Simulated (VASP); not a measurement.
Wanted: the native input for a VASP 6.6.1 run.

- Task: single point
- Functional: PBE0
- Potentials or basis: VASP PAW PBE potentials, release 64 (Mg, Te)
- Cutoff: 520 eV
- k mesh: 6 × 6 × 2
- Occupations: gaussian, width 0.01 eV
- Spin: no spin polarisation
- Dipole correction: no
- Grid for exact exchange (PRECFOCK): Normal
- Further INCAR settings: ALGO = Normal; EDIFF = 1e-06; NBANDS = 16
- Share of exact exchange: 0.25

The system is MgTe.

```
Mg Te
1.0
     4.56065    0.00000    0.00000
    -2.28033    3.94964    0.00000
     0.00000    0.00000    7.41231
Mg Te
2 2
Cartesian
  0.0000 2.6331 0.0008
  2.2803 1.3165 3.7070
  0.0000 2.6331 2.7936
  2.2803 1.3165 6.4998
```

One way to write it, as run:

POSCAR

```
MgTe
1.0
    4.5606547235      0.0000000000      0.0000000000
   -2.2803273617      3.9496428484      0.0000000000
    0.0000000000      0.0000000000      7.4123107801
Mg Te
2 2
Direct
    0.3333333333      0.6666666667      0.0001129065
    0.6666666667      0.3333333333      0.5001129065
    0.3333333333      0.6666666667      0.3768870935
    0.6666666667      0.3333333333      0.8768870935
```

INCAR.step1

```
SYSTEM = MgTe
  ALGO = Normal
  EDIFF = 1E-5
  ENCUT = 520
  GGA = PE
  GGA_COMPAT = .False.
  ISIF = 2
  ISMEAR = 0
  LASPH = .True.
  LREAL = .False.
  LWAVE = .True.
  NBANDS = 16
  NELM = 120
  PREC = Accurate
  SIGMA = 0.01
```

INCAR.step2

```
SYSTEM = MgTe
  AEXX = 0.25
  ALGO = Normal
  EDIFF = 1E-6
  ENCUT = 520
  GGA = PE
  GGA_COMPAT = .False.
  ISIF = 2
  ISMEAR = 0
  ISTART = 1
  LASPH = .True.
  LCHARG = .True.
  LELF = .True.
  LHFCALC = .True.
  LREAL = .False.
  LVHAR = .True.
  LWAVE = .False.
  NBANDS = 16
  NELM = 120
  PREC = Accurate
  PRECFOCK = Normal
  SIGMA = 0.01
```

KPOINTS

```
k-points
0
Gamma
  6 6 2
  0 0 0
```

Potentials or basis: VASP PAW PBE potentials, release 64 (Mg, Te).

Run with:

```bash
$ cat potpaw_PBE.64/Mg/POTCAR potpaw_PBE.64/Te/POTCAR > POTCAR
$ cp INCAR.step1 INCAR
$ mpirun -np 1 vasp_std > vasp.out
$ cp INCAR.step2 INCAR
$ mpirun -np 1 vasp_std > vasp.out
```

It gave:

```json
{"Pressure": "0.2 GPa", "Band gap on the k mesh": "3.93 eV"}
```

Caveat: the k points lie up to 0.42 Å⁻¹ apart; the PAW data sets were made with another functional, which shifts forces and pressure a little; spin-orbit coupling is left out, which moves the levels of the heavy elements.

Wall time 60 min on 1 thread of Intel Xeon 8259CL, with other jobs on the host, peak memory 0.31 GiB.
